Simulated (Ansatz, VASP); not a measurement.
## Two plane-wave programs on Al3B2As

```
CELL_PARAMETERS angstrom
6.57106 0.00000 0.00000
-3.28553 5.69071 0.00000
0.00000 0.00000 2.75082
ATOMIC_POSITIONS crystal
Al 0.63151 0.00000 0.50000
Al 0.00000 0.63151 0.50000
Al 0.36849 0.36849 0.50000
B 0.33333 0.66667 0.50000
B 0.66667 0.33333 0.50000
As 0.00000 0.00000 0.00000
```

Alike in both runs: task relaxation of cell and atoms; functional PBE; k mesh 6 × 6 × 14; occupations gaussian, width 0.1 eV; no spin polarisation.

|  | VASP | Ansatz |
| --- | --- | --- |
| version | VASP 6.6.1 | Ansatz 0.2.0 |
| potentials or method | VASP PAW PBE potentials, release 64 (Al, B, As), cutoff 600 eV | scalar-relativistic, plane waves, PAW |
| valence electrons in the cell | 20 | 30 |

Ansatz gave:

* gap on the k mesh at the Fermi level, each at its own relaxed structure (eV): none
* relaxed volume (Å³/atom): 17.22
* relaxed cell length with the largest relative difference (Å): 2.817

Which values does VASP return?

gap on the k mesh at the Fermi level, each at its own relaxed structure (eV): none; relaxed volume (Å³/atom): 17.22; relaxed cell length with the largest relative difference (Å): 2.818.

A gap of «none» marks a metal or a gap that the smearing closes. VASP's potentials hold 20 valence electrons a cell and Ansatz's 30, so a difference there can come from the potentials and not from the codes.
